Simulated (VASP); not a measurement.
# Sn (Im-3m) in VASP: density of states with PBEsol

Aim: the density of states of Sn with PBEsol.

All numbers are computed with VASP 6.6.1; they aren't measurements. Logs are shortened: lines on timing, memory, paths and dates and some standing lists are left out, and cuts for length are marked.

## (1) The cell of the first run

It takes space group Im-3m (No. 229, cubic). The conventional cell has a = 3.789 Å, b = 3.789 Å, c = 3.789 Å, α = 90.00°, β = 90.00°, γ = 90.00°. Sn (site symmetry m-3m) has 14 Sn at 3.28 to 3.79 Å within 4.3 Å.

## (2) Density of states, PBEsol

File POSCAR:

```
Sn
1.0
    3.2816330000      0.0000000000      0.0000000000
   -1.0938776324      3.0939532757      0.0000000000
   -1.0938776324     -1.5469765652      2.6794421768
Sn
1
Direct
    0.0000000000      0.0000000000      0.0000000000
```

File INCAR.step1:

```
SYSTEM = Sn
PREC = Accurate
ENCUT = 520
EDIFF = 1E-6
ISMEAR = -1
SIGMA = 0.1
LREAL = .FALSE.
LASPH = .TRUE.
NELM = 80
ALGO = Normal
ISIF = 2
LWAVE = .FALSE.
LCHARG = .TRUE.
GGA = PS
NBANDS = 13
```

File KPOINTS.step1:

```
Automatic mesh
0
G
  10 10 10
  0 0 0
```

File INCAR.step2:

```
SYSTEM = Sn
PREC = Accurate
ENCUT = 520
EDIFF = 1E-6
ISMEAR = -5
SIGMA = 0.1
LREAL = .FALSE.
LASPH = .TRUE.
NELM = 80
ALGO = Normal
ISIF = 2
LWAVE = .FALSE.
LCHARG = .FALSE.
GGA = PS
LORBIT = 10
NBANDS = 13
NEDOS = 1001
ICHARG = 11
```

File KPOINTS.step2:

```
Automatic mesh
0
G
  15 15 15
  0 0 0
```

Potentials or basis: VASP PAW PBE potentials, release 64 (Sn_d).

Launch:

```sh
$ cat potpaw_PBE.64/Sn_d/POTCAR > POTCAR
$ cp INCAR.step1 INCAR
$ cp KPOINTS.step1 KPOINTS
$ mpirun -np 1 vasp_std > vasp.out
$ cp INCAR.step2 INCAR
$ cp KPOINTS.step2 KPOINTS
$ mpirun -np 1 vasp_std > vasp.out
```

OUTCAR:

```text
SYSTEM = Sn
   PREC = Accurate
   ENCUT = 520
   EDIFF = 1E-6
   ISMEAR = -5
   LREAL = .FALSE.
   LASPH = .TRUE.
   NELM = 80
   ISIF = 2
   GGA = PS
   LORBIT = 10
   ICHARG = 11

 ion  position               nearest neighbor table
   1  0.000  0.000  0.000-

  LATTYP: Found a body centered cubic cell.
 ALAT       =     3.7893033919

  Lattice vectors:

 A1 = (   3.2816330000,   0.0000000000,   0.0000000000)
 A2 = (  -1.0938776324,   3.0939532757,   0.0000000000)
 A3 = (  -1.0938776324,  -1.5469765652,   2.6794421768)

Analysis of symmetry for initial positions (statically):
=====================================================================
 Subroutine PRICEL returns:
 Original cell was already a primitive cell.

 Routine SETGRP: Setting up the symmetry group for a
 body centered cubic supercell.

 Subroutine GETGRP returns: Found 48 space group operations
 (whereof 48 operations were pure point group operations)
 out of a pool of 48 trial point group operations.

The static configuration has the point symmetry O_h .

Analysis of symmetry for dynamics (positions and initial velocities):
=====================================================================
 Subroutine PRICEL returns:
 Original cell was already a primitive cell.

 Routine SETGRP: Setting up the symmetry group for a
 body centered cubic supercell.

 Subroutine GETGRP returns: Found 48 space group operations
 (whereof 48 operations were pure point group operations)
 out of a pool of 48 trial point group operations.

The dynamic configuration has the point symmetry O_h .

 Subroutine INISYM returns: Found 48 space group operations
 (whereof 48 operations are pure point group operations),
 and found     1 'primitive' translations

----------------------------------------------------------------------------------------

                                     Primitive cell

  volume of cell :      27.2050

  direct lattice vectors                    reciprocal lattice vectors
     3.281633000  0.000000000  0.000000000     0.304726336  0.107737025  0.186605996
    -1.093877632  3.093953276  0.000000000     0.000000000  0.323211087  0.186605996
    -1.093877632 -1.546976565  2.679442177     0.000000000  0.000000000  0.373212010

  length of vectors
     3.281633000  3.281633000  3.281633000     0.373212010  0.373212010  0.373212010

  position of ions in fractional coordinates (direct lattice)
     0.000000000  0.000000000  0.000000000

  ion indices of the primitive-cell ions
   primitive index   ion index
                 1           1

----------------------------------------------------------------------------------------

 KPOINTS: Automatic mesh

Automatic generation of k-mesh.
 Grid dimensions read from file:
 generate k-points for:   15   15   15

 Generating k-lattice:

  Cartesian coordinates                     Fractional coordinates (reciprocal lattice)
     0.020315089  0.007182468  0.012440400     0.066666667 -0.000000000 -0.000000000
     0.000000000  0.021547406  0.012440400     0.000000000  0.066666667  0.000000000
     0.000000000  0.000000000  0.024880801     0.000000000  0.000000000  0.066666667

  Length of vectors
     0.024880801  0.024880801  0.024880801

  Shift w.r.t. Gamma in fractional coordinates (k-lattice)
     0.000000000  0.000000000  0.000000000

 TETIRR: Found   3891 inequivalent tetrahedra from    20250

 Subroutine IBZKPT returns following result:
 ===========================================

 Found    120 irreducible k-points:

 Following reciprocal coordinates:
            Coordinates               Weight
  0.000000  0.000000  0.000000      1.000000
  0.066667  0.000000  0.000000     12.000000
  0.133333  0.000000  0.000000     12.000000
  0.200000  0.000000 -0.000000     12.000000
  0.266667  0.000000  0.000000     12.000000
  0.333333  0.000000  0.000000     12.000000
[... 16 lines left out ...]
  0.333333  0.200000  0.000000     48.000000
  0.400000  0.200000  0.000000     24.000000
 [... further k-points ...]
   k-points           NKPTS =    120   k-points in BZ     NKDIM =    120   number of bands    NBANDS=     13
   number of dos      NEDOS =   1001   number of ions     NIONS =      1
   total plane-waves  NPLWV =  13824
   dimension x,y,z NGX =    24 NGY =   24 NGZ =   24
   dimension x,y,z NGXF=    48 NGYF=   48 NGZF=   48
   ions per type =               1
   NGX,Y,Z   is equivalent  to a cutoff of  12.16, 12.16, 12.16 a.u.
   NGXF,Y,Z  is equivalent  to a cutoff of  24.32, 24.32, 24.32 a.u.
 SYSTEM =  Sn
   PREC   = accura    normal or accurate (medium, high low for compatibility)
   ISTART =      0    job   : 0-new  1-cont  2-samecut
   ICHARG =     11    charge: 1-file 2-atom 10-const
   ISPIN  =      1    spin polarized calculation?
   LNONCOLLINEAR =      F non collinear calculations
   LSORBIT =      F    spin-orbit coupling
   LASPH  =      T    aspherical Exc in radial PAW
   ENCUT  =  520.0 eV  38.22 Ry    6.18 a.u.   6.10  6.10  6.10*2*pi/ulx,y,z
   NELM   =     80;   NELMIN=  2; NELMDL=  0     # of ELM steps
   EDIFF  = 0.1E-05   stopping-criterion for ELM
   LREAL  =      F    real-space projection
   EDIFFG = 0.1E-04   stopping-criterion for IOM
   NSW    =      0    number of steps for IOM
   IBRION =     -1    ionic relax: 0-MD 1-quasi-New 2-CG
   NFREE  =      0    steps in history (QN), initial steepest desc. (CG)
   ISIF   =      2    stress and relaxation
   ISYM   =      2    0-nonsym 1-usesym 2-fastsym
   POTIM  = 0.5000    time-step for ionic-motion
   TEBEG  =    0.0;   TEEND  =   0.0 temperature during run
   PSTRESS=    0.0 pullay stress
   NELECT =      14.0000    total number of electrons
   NUPDOWN=      -1.0000    fix difference up-down
   EMIN   =  10.00;   EMAX   =-10.00  energy-range for DOS
   EFERMI =   0.00;   METHOD = LEGACY
   ISMEAR =    -5;   SIGMA  =   0.10  broadening in eV -4-tet -1-fermi 0-gaus
   EFERMI_NEDOS =   21; number of points for ismear=-14 and -15
   IALGO  =     38    algorithm
   IMIX   =      4    mixing-type and parameters
     AMIX     =   0.40;   BMIX     =  1.00
     AMIX_MAG =   1.60;   BMIX_MAG =  1.00
  volume/ion in A,a.u.               =      27.20       183.59
  Fermi-wavevector in a.u.,A,eV,Ry     =   1.311902  2.479136 23.416815  1.721087
  Thomas-Fermi vector in A             =   2.442332
   LORBIT       =     10    0 simple, 1 ext, 2 COOP (PROOUT), +10 PAW based schemes
   GGA     = PS    functional components
   LHFCALC =     F    Hartree Fock is set to
   AEXX    =    0.0000 exact exchange contribution
   IVDW    =     0    specifies the selected vdW correction
   LEPSILON=     F    determine dielectric tensor
   LRPA    =     F    only Hartree local field effects (RPA)
 non-spin polarized calculation
 Fermi weights with tetrahedron method with Bloechl corrections
  energy-cutoff  :      520.00
  volume of cell :       27.20
 maximum number of plane-waves:       751

 number of electron      13.9999996 magnetization

 Free energy of the ion-electron system (eV)
  ---------------------------------------------------
  ext. energy  EPLUGINS =         0.00000000
  ---------------------------------------------------
  free energy    TOTEN  =        -4.22234002 eV

  energy without entropy =       -4.22234002  energy(sigma->0) =       -4.22234002

 E-fermi :   7.9214     XC(G=0): -10.5021

 val. band max:        7.9574636442   @ k =   0.2000   0.1333   0.0667
 cond. band min:       7.7274878517   @ k =   0.2667   0.2000   0.2000
 fundamental gap:     -0.2299757925
 Fermi energy:         7.9213965915

 k-point     1 :       0.0000    0.0000    0.0000
  band No.  band energies     occupation
      1     -13.5334      2.00000
      2     -13.5334      2.00000
      3     -13.5334      2.00000
      4     -13.3936      2.00000
      5     -13.3936      2.00000
      6      -3.1759      2.00000
      7      15.8568      0.00000
      8      15.8568      0.00000
      9      15.8568      0.00000
     10      20.0365      0.00000
     11      20.0365      0.00000
     12      20.0365      0.00000
     13      20.6623      0.00000

 k-point     2 :       0.0667    0.0000    0.0000
  band No.  band energies     occupation
      1     -13.5354      2.00000
      2     -13.5305      2.00000
      3     -13.5241      2.00000
      4     -13.3958      2.00000
      5     -13.3939      2.00000
      6      -3.0791      2.00000
      7      15.0046      0.00000
      8      15.4683      0.00000
      9      15.7284      0.00000
     10      18.9702      0.00000
     11      19.2486      0.00000
     12      19.8140      0.00000
     13      21.2008      0.00000

 k-point     3 :       0.1333    0.0000    0.0000
  band No.  band energies     occupation
      1     -13.5411      2.00000
      2     -13.5228      2.00000
      3     -13.4972      2.00000
      4     -13.4018      2.00000
      5     -13.3946      2.00000
      6      -2.7883      2.00000
      7      13.1240      0.00000
      8      14.6253      0.00000
      9      15.3617      0.00000
     10      18.0048      0.00000
     11      18.3726      0.00000
     12      19.6649      0.00000
     13      21.5444      0.00000
[... 305 lines left out ...]
 k-point    23 :       0.3333    0.2000    0.0000
  band No.  band energies     occupation
      1     -13.5527      2.00000
      2     -13.4852      2.00000
      3     -13.4137      2.00000
      4     -13.4050      2.00000
      5     -13.3449      2.00000
      6       1.3642      2.00000
      7       4.9871      2.00000
      8       8.1442      0.50379
      9      12.2566      0.00000
     10      17.5959      0.00000
     11      19.9596      0.00000
     12      21.6551      0.00000
     13      22.6867      0.00000

 k-point    24 :       0.4000    0.2000    0.0000
  band No.  band energies     occupation
      1     -13.5535      2.00000
      2     -13.4838      2.00000
      3     -13.4151      2.00000
      4     -13.4010      2.00000
      5     -13.3421      2.00000
      6       1.9907      2.00000
      7       4.2114      2.00000
      8       8.0057      0.78633
      9      12.1712      0.00000
     10      17.5299      0.00000
     11      20.6230      0.00000
     12      21.6693      0.00000
     13      21.8186      0.00000

 [... further k-points ...]
[... 5 lines left out ...]
  --------------------------------------------------------------------------------------
  -------------------------------------------------------------------------------------
  Total       -0.2146758     -0.2146758     -0.2146758     -0.0000000     -0.0000000     -0.0000000
  in kB      -12.6428644    -12.6428645    -12.6428649     -0.0000001     -0.0000003     -0.0000002
  external PRESSURE =     -12.6428646 kB  Pullay stress =       0.0000000 kB

 VOLUME and BASIS-vectors are now :
 -----------------------------------------------------------------------------
  energy-cutoff  :      520.00
  volume of cell :       27.20
      direct lattice vectors                 reciprocal lattice vectors
     3.281633000  0.000000000  0.000000000     0.304726336  0.107737025  0.186605996
    -1.093877632  3.093953276  0.000000000     0.000000000  0.323211087  0.186605996
    -1.093877632 -1.546976565  2.679442177     0.000000000  0.000000000  0.373212010

 POSITION                                       TOTAL-FORCE (eV/Angst)
 -----------------------------------------------------------------------------------
      0.00000      0.00000      0.00000         0.000000      0.000000      0.000000
 -----------------------------------------------------------------------------------
    total drift:                                0.000000      0.000000      0.000000

  FREE ENERGIE OF THE ION-ELECTRON SYSTEM (eV)
  ---------------------------------------------------
  free  energy   TOTEN  =        -4.2223400245 eV

  energy  without entropy=       -4.2223400245  energy(sigma->0) =       -4.22234002

 total charge

# of ion       s       p       d       tot
------------------------------------------
    1        1.288   0.888   9.973  12.149
```

Run time: 54 s. Hardware: 1 thread of AMD EPYC 7R13, shared host; peak memory 0.13 GiB.

Results:

```yaml
Valence_electrons_inside_the_program's_atomic_spheres: Sn 12.15
```

Caveat: the PAW data sets were made with another functional, which shifts forces and pressure a little; spin-orbit coupling is left out, which moves the levels of the heavy elements; tetrahedron occupations give inexact forces and stress in metals.
